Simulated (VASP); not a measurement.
# CO2 (C2) in VASP: single point with PBE

Aim: the single point of CO2 with PBE.

Everything below comes from runs of VASP 6.6.1. Logs are shortened: lines on timing, memory, paths and dates and some standing lists are left out, and cuts for length are marked.

## Step 1: The cell of the first run

Symmetry: C2, No. 5, monoclinic system. Conventional cell: a = 4.624 Å, b = 5.094 Å, c = 6.570 Å, α = 90.00°, β = 97.00°, γ = 90.00°. C (site symmetry 2) has 2 O at 1.20 Å within 1.6 Å. C (site symmetry 2) has 2 O at 1.11 Å within 1.5 Å. O (site symmetry 1) has 1 C at 1.20 Å within 1.6 Å. Within 1.5 Å of O (site symmetry 1) lie 1 C at 1.11 Å.

## Step 2: Single point, PBE (strained and its atoms moved)

The input, INCAR:

```
PREC = Accurate ; ENCUT = 520
EDIFF = 1E-6 ; ISMEAR = 0
SIGMA = 0.02 ; LREAL = False
LASPH = True ; NELM = 80
ALGO = Normal ; ISIF = 2
LWAVE = False ; LCHARG = False
GGA = PE ; NBANDS = 25
```

The input, KPOINTS:

```
Automatic mesh
0
Gamma
  6 6 4
```

The input, POSCAR:

```
CO2
1.0
    2.5470810215     -2.3074725743      0.1432426872
    2.5470810215      2.3074725743     -0.1432426872
    0.0000000000     -0.3952304946      6.5577961099
C O
2 4
Direct
    0.0058148062      0.0058148062      0.0000000000
    0.5523997505      0.5523997505      0.5000000000
    0.8028095322      0.1815781518      0.8904117261
    0.1815781518      0.8028095322      0.1095882739
    0.6803002022      0.2770975571      0.4088829836
    0.2770975571      0.6803002022      0.5911170164
```

Potentials or basis: VASP PAW PBE potentials, release 64 (C, O).

Command:

```console
cat potpaw_PBE.64/C/POTCAR potpaw_PBE.64/O/POTCAR > POTCAR
mpirun -np 1 vasp_std > vasp.out
```

OUTCAR:

```text
PREC = Accurate
   ENCUT = 520
   EDIFF = 1E-6
   ISMEAR = 0
   LREAL = False
   LASPH = True
   NELM = 80
   ISIF = 2
   GGA = PE

 ion  position               nearest neighbor table
   1  0.006  0.006  0.000-   3 1.20   4 1.20
   2  0.552  0.552  0.500-   5 1.11   6 1.11
   3  0.803  0.182  0.890-   1 1.20
   4  0.182  0.803  0.110-   1 1.20
   5  0.680  0.277  0.409-   2 1.11
   6  0.277  0.680  0.591-   2 1.11

  LATTYP: Found a base centered monoclinic cell.
 ALAT       =     4.6238287808
 B/A-ratio  =     1.1017194374
 C/A-ratio  =     1.4208344771
 COS(beta)  =    -0.1218903078

  Lattice vectors:

 A1 = (   2.5470810215,   2.3074725743,  -0.1432426872)
 A2 = (  -2.5470810215,   2.3074725743,  -0.1432426872)
 A3 = (   0.0000000000,  -0.3952304946,   6.5577961099)

Analysis of symmetry for initial positions (statically):
=====================================================================
 Subroutine PRICEL returns:
 Original cell was already a primitive cell.

 Routine SETGRP: Setting up the symmetry group for a
 base centered monoclinic supercell.

 Subroutine GETGRP returns: Found  2 space group operations
 (whereof  2 operations were pure point group operations)
 out of a pool of  4 trial point group operations.

The static configuration has the point symmetry C_2 .

Analysis of symmetry for dynamics (positions and initial velocities):
=====================================================================
 Subroutine PRICEL returns:
 Original cell was already a primitive cell.

 Routine SETGRP: Setting up the symmetry group for a
 base centered monoclinic supercell.

 Subroutine GETGRP returns: Found  2 space group operations
 (whereof  2 operations were pure point group operations)
 out of a pool of  4 trial point group operations.

The dynamic configuration has the point symmetry C_2 .

 Subroutine INISYM returns: Found  2 space group operations
 (whereof  2 operations are pure point group operations),
 and found     1 'primitive' translations

----------------------------------------------------------------------------------------

                                     Primitive cell

  volume of cell :      76.7961

  direct lattice vectors                    reciprocal lattice vectors
     2.547081021 -2.307472574  0.143242687     0.196303139 -0.217501047 -0.013108527
     2.547081021  2.307472574 -0.143242687     0.196303139  0.217501047  0.013108527
     0.000000000 -0.395230495  6.557796110     0.000000000  0.009501800  0.153062917

  length of vectors
     3.439850270  3.439850270  6.569695348     0.293280516  0.293280516  0.153357558

  position of ions in fractional coordinates (direct lattice)
     0.005814806  0.005814806  0.000000000
     0.552399751  0.552399751  0.500000000
     0.802809532  0.181578152  0.890411726
     0.181578152  0.802809532  0.109588274
     0.680300202  0.277097557  0.408882984
     0.277097557  0.680300202  0.591117016

  ion indices of the primitive-cell ions
   primitive index   ion index
                 1           1
                 2           2
                 3           3
                 4           4
                 5           5
                 6           6

----------------------------------------------------------------------------------------

 KPOINTS: Automatic mesh

Automatic generation of k-mesh.
 Grid dimensions read from file:
 generate k-points for:    6    6    4

 Generating k-lattice:

  Cartesian coordinates                     Fractional coordinates (reciprocal lattice)
     0.032717190 -0.036250174 -0.002184754     0.166666667  0.000000000 -0.000000000
     0.032717190  0.036250174  0.002184754     0.000000000  0.166666667  0.000000000
     0.000000000  0.002375450  0.038265729     0.000000000  0.000000000  0.250000000

  Length of vectors
     0.048880086  0.048880086  0.038339390

  Shift w.r.t. Gamma in fractional coordinates (k-lattice)
     0.000000000  0.000000000  0.000000000

 Subroutine IBZKPT returns following result:
 ===========================================

 Found     47 irreducible k-points:

 Following reciprocal coordinates:
            Coordinates               Weight
  0.000000  0.000000  0.000000      1.000000
  0.166667 -0.000000 -0.000000      4.000000
  0.333333  0.000000 -0.000000      4.000000
  0.500000  0.000000 -0.000000      2.000000
  0.166667  0.166667  0.000000      2.000000
  0.333333  0.166667 -0.000000      4.000000
[... 16 lines left out ...]
 -0.333333  0.166667  0.250000      4.000000
 -0.166667  0.166667  0.250000      2.000000
 [... further k-points ...]
   k-points           NKPTS =     47   k-points in BZ     NKDIM =     47   number of bands    NBANDS=     25
   number of dos      NEDOS =    301   number of ions     NIONS =      6
   total plane-waves  NPLWV =  39200
   dimension x,y,z NGX =    28 NGY =   28 NGZ =   50
   dimension x,y,z NGXF=    56 NGYF=   56 NGZF=  100
   ions per type =               2   4
   NGX,Y,Z   is equivalent  to a cutoff of  13.53, 13.53, 12.65 a.u.
   NGXF,Y,Z  is equivalent  to a cutoff of  27.06, 27.06, 25.30 a.u.
 SYSTEM =  unknown system
   PREC   = accura    normal or accurate (medium, high low for compatibility)
   ISTART =      0    job   : 0-new  1-cont  2-samecut
   ICHARG =      2    charge: 1-file 2-atom 10-const
   ISPIN  =      1    spin polarized calculation?
   LNONCOLLINEAR =      F non collinear calculations
   LSORBIT =      F    spin-orbit coupling
   LASPH  =      T    aspherical Exc in radial PAW
   ENCUT  =  520.0 eV  38.22 Ry    6.18 a.u.   6.40  6.40 12.22*2*pi/ulx,y,z
   NELM   =     80;   NELMIN=  2; NELMDL= -5     # of ELM steps
   EDIFF  = 0.1E-05   stopping-criterion for ELM
   LREAL  =      F    real-space projection
   EDIFFG = 0.1E-04   stopping-criterion for IOM
   NSW    =      0    number of steps for IOM
   IBRION =     -1    ionic relax: 0-MD 1-quasi-New 2-CG
   NFREE  =      0    steps in history (QN), initial steepest desc. (CG)
   ISIF   =      2    stress and relaxation
   ISYM   =      2    0-nonsym 1-usesym 2-fastsym
   POTIM  = 0.5000    time-step for ionic-motion
   TEBEG  =    0.0;   TEEND  =   0.0 temperature during run
   PSTRESS=    0.0 pullay stress
   NELECT =      32.0000    total number of electrons
   NUPDOWN=      -1.0000    fix difference up-down
   EMIN   =  10.00;   EMAX   =-10.00  energy-range for DOS
   EFERMI =   0.00;   METHOD = LEGACY
   ISMEAR =     0;   SIGMA  =   0.02  broadening in eV -4-tet -1-fermi 0-gaus
   EFERMI_NEDOS =   21; number of points for ismear=-14 and -15
   IALGO  =     38    algorithm
   IMIX   =      4    mixing-type and parameters
     AMIX     =   0.40;   BMIX     =  1.00
     AMIX_MAG =   1.60;   BMIX_MAG =  1.00
  volume/ion in A,a.u.               =      12.80        86.37
  Fermi-wavevector in a.u.,A,eV,Ry     =   1.222771  2.310702 20.343001  1.495168
  Thomas-Fermi vector in A             =   2.357906
   LORBIT       =      0    0 simple, 1 ext, 2 COOP (PROOUT), +10 PAW based schemes
   GGA     = PE    functional components
   LHFCALC =     F    Hartree Fock is set to
   AEXX    =    0.0000 exact exchange contribution
   IVDW    =     0    specifies the selected vdW correction
   LEPSILON=     F    determine dielectric tensor
   LRPA    =     F    only Hartree local field effects (RPA)
 non-spin polarized calculation
 Gauss-broadening in eV      SIGMA  =   0.02
  energy-cutoff  :      520.00
  volume of cell :       76.80
 maximum number of plane-waves:      2090
 NGX is ok and might be reduce to    28
   NGX = 13   NGY = 13   NGZ = 25

 number of electron      32.0000000 magnetization

 Free energy of the ion-electron system (eV)
  ---------------------------------------------------
  ext. energy  EPLUGINS =         0.00000000
  ---------------------------------------------------
  free energy    TOTEN  =       -43.87646311 eV

  energy without entropy =      -43.87646311  energy(sigma->0) =      -43.87646311

 E-fermi :  -2.0335     XC(G=0):  -8.5216

 val. band max:       -2.1891455579   @ k =   0.5000   0.5000   0.0000
 cond. band min:       1.8984696056   @ k =   0.0000   0.0000   0.0000
 fundamental gap:      4.0876151635
 Fermi energy:        -2.0335345959

 k-point     1 :       0.0000    0.0000    0.0000
  band No.  band energies     occupation
      1     -24.5841      2.00000
      2     -23.0515      2.00000
      3     -22.4270      2.00000
      4     -21.7846      2.00000
      5      -8.0169      2.00000
      6      -7.9197      2.00000
[... 17 lines left out ...]
     24      13.7117      0.00000
     25      14.1904      0.00000

 k-point     2 :       0.1667   -0.0000   -0.0000
  band No.  band energies     occupation
      1     -24.5481      2.00000
      2     -23.0107      2.00000
      3     -22.4463      2.00000
      4     -21.8062      2.00000
      5      -8.2362      2.00000
      6      -7.7942      2.00000
[... 17 lines left out ...]
     24      13.2433      0.00000
     25      13.4608      0.00000

 k-point     3 :       0.3333    0.0000   -0.0000
  band No.  band energies     occupation
      1     -24.4723      2.00000
      2     -22.9235      2.00000
      3     -22.4876      2.00000
      4     -21.8559      2.00000
      5      -8.4339      2.00000
      6      -7.8798      2.00000
[... 17 lines left out ...]
     24      12.1175      0.00000
     25      12.4905      0.00000

 k-point     4 :       0.5000    0.0000   -0.0000
  band No.  band energies     occupation
      1     -24.4324      2.00000
      2     -22.8768      2.00000
      3     -22.5090      2.00000
      4     -21.8853      2.00000
      5      -8.5065      2.00000
      6      -7.9747      2.00000
[... 17 lines left out ...]
     24      11.7456      0.00000
     25      12.0285      0.00000

 k-point     5 :       0.1667    0.1667    0.0000
  band No.  band energies     occupation
      1     -24.5187      2.00000
      2     -22.9747      2.00000
      3     -22.4609      2.00000
      4     -21.8161      2.00000
      5      -8.1766      2.00000
      6      -7.9144      2.00000
[... 17 lines left out ...]
     24      13.4447      0.00000
     25      13.8207      0.00000

 k-point     6 :       0.3333    0.1667   -0.0000
  band No.  band energies     occupation
      1     -24.4476      2.00000
      2     -22.8916      2.00000
      3     -22.4990      2.00000
      4     -21.8567      2.00000
      5      -8.4079      2.00000
      6      -8.0881      2.00000
[... 17 lines left out ...]
     24      12.4388      0.00000
     25      12.8239      0.00000
[... 393 lines left out ...]
 k-point    21 :       0.3333    0.1667    0.2500
  band No.  band energies     occupation
      1     -24.4473      2.00000
      2     -22.8907      2.00000
      3     -22.5009      2.00000
      4     -21.8559      2.00000
      5      -8.4139      2.00000
      6      -8.1518      2.00000
[... 17 lines left out ...]
     24      12.3416      0.00000
     25      12.8771      0.00000

 k-point    22 :       0.5000    0.1667    0.2500
  band No.  band energies     occupation
      1     -24.4049      2.00000
      2     -22.8378      2.00000
      3     -22.5281      2.00000
      4     -21.8888      2.00000
      5      -8.4787      2.00000
      6      -8.1249      2.00000
[... 17 lines left out ...]
     24      11.7553      0.00000
     25      12.1318      0.00000

 k-point    23 :      -0.3333    0.1667    0.2500
  band No.  band energies     occupation
      1     -24.4367      2.00000
      2     -22.8850      2.00000
      3     -22.5050      2.00000
      4     -21.8736      2.00000
      5      -8.3214      2.00000
      6      -7.9776      2.00000
[... 17 lines left out ...]
     24      11.9148      0.00000
     25      12.2221      0.00000

 k-point    24 :      -0.1667    0.1667    0.2500
  band No.  band energies     occupation
      1     -24.5078      2.00000
      2     -22.9753      2.00000
      3     -22.4604      2.00000
      4     -21.8327      2.00000
      5      -8.2099      2.00000
      6      -7.8619      2.00000
[... 17 lines left out ...]
     24      12.5174      0.00000
     25      12.7526      0.00000

 [... further k-points ...]

------------------------ aborting loop because EDIFF is reached ----------------------------------------

  FORCE on cell =-STRESS in cart. coord.  units (eV):
  Direction    XX          YY          ZZ          XY          YZ          ZX
  --------------------------------------------------------------------------------------
  -------------------------------------------------------------------------------------
  Total        1.4571480     14.7443233      4.9806657      0.0000000     13.9282278      0.0000000
  in kB       30.4000936    307.6069269    103.9103131      0.0000000    290.5809418      0.0000000
  external PRESSURE =     147.3057779 kB  Pullay stress =       0.0000000 kB

 VOLUME and BASIS-vectors are now :
 -----------------------------------------------------------------------------
  energy-cutoff  :      520.00
  volume of cell :       76.80
      direct lattice vectors                 reciprocal lattice vectors
     2.547081021 -2.307472574  0.143242687     0.196303139 -0.217501047 -0.013108527
     2.547081021  2.307472574 -0.143242687     0.196303139  0.217501047  0.013108527
     0.000000000 -0.395230495  6.557796110     0.000000000  0.009501800  0.153062917

 POSITION                                       TOTAL-FORCE (eV/Angst)
 -----------------------------------------------------------------------------------
      0.02962      0.00000      0.00000        -1.007727     -0.000000      0.000000
      2.81401     -0.19762      3.27890        -0.171765     -0.000000     -0.000000
      2.50732     -1.78539      5.92813         0.501740     -1.883453      1.683136
      2.50732      1.39016      0.62967         0.501740      1.883453     -1.683136
      2.43857     -1.09198      2.73913         0.088006     -9.309575     -5.768773
      2.43857      0.69675      3.81867         0.088006      9.309575      5.768773
 -----------------------------------------------------------------------------------
    total drift:                                0.000382     -0.000001     -0.000000

  FREE ENERGIE OF THE ION-ELECTRON SYSTEM (eV)
  ---------------------------------------------------
  free  energy   TOTEN  =       -43.8764631149 eV

  energy  without entropy=      -43.8764631149  energy(sigma->0) =      -43.87646311
```

Run time: 2.5 min. Hardware: 1 thread of Intel Xeon 8259CL, shared host; peak memory 0.22 GiB.

What came out:

```yaml
Free_energy: -43.8765 eV
Pressure: 14.7 GPa
Largest_force: 10.952 eV/Å
Band_gap_on_the_k_mesh: 4.09 eV (least direct gap 4.75 eV)
```

Forces on the atoms (eV/Å):
```
C   -1.008  0.000  0.000
C   -0.172  0.000  0.000
O    0.502 -1.883  1.683
O    0.502  1.883 -1.683
O    0.088 -9.310 -5.769
O    0.088  9.310  5.769
```

Stress tensor (GPa, compression positive):
```
 3.04  0.00  0.00
 0.00 30.76 29.06
 0.00 29.06 10.39
```

Caveat: the cell differs from its parent crystal (strained and its atoms moved); the stress differs along the axes, from 3 to 31 GPa; this functional lacks dispersion, which holds the molecules together, so the pressure and a relaxed volume are unreliable; forces of over 1 eV/Å act on the atoms, so gaps and moduli don't describe the material at rest. A k mesh can miss the band edges.
